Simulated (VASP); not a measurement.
Here is a VASP 6.6.1 calculation.

INCAR

```
SYSTEM = YMg3
PREC = Accurate ; ENCUT = 520
EDIFF = 1E-7 ; ISMEAR = -1
SIGMA = 0.1 ; LREAL = .FALSE.
LASPH = .TRUE. ; NELM = 80
ALGO = Normal ; ISIF = 2
LWAVE = .FALSE. ; LCHARG = .TRUE.
GGA = PS ; LELF = .TRUE.
LVHAR = .TRUE. ; NBANDS = 16
```

The input KPOINTS:

```
Automatic mesh
0
G
  5 5 5
  0 0 0
```

Contents of POSCAR:

```
YMg3
1.0
    5.1615720000      0.0000000000      0.0000000000
    2.5807860000      4.4700524755      0.0000000000
    2.5807860000      1.4900174918      4.2144058902
Y Mg
1 3
Direct
    0.0000000000      0.0000000000      0.0000000000
    0.2500000000      0.2500000000      0.2500000000
    0.5000000000      0.5000000000      0.5000000000
    0.7500000000      0.7500000000      0.7500000000
```

Potentials or basis: VASP PAW PBE potentials, release 64 (Y_sv, Mg).

The run is started by

```sh
$ cat potpaw_PBE.64/Y_sv/POTCAR potpaw_PBE.64/Mg/POTCAR > POTCAR
$ mpirun -np 1 vasp_std > vasp.out
```

(1) What does it give for the pressure?

Answers

(1) -0.7 GPa.

Caveat: the PAW data sets were made with another functional, which shifts forces and pressure a little.
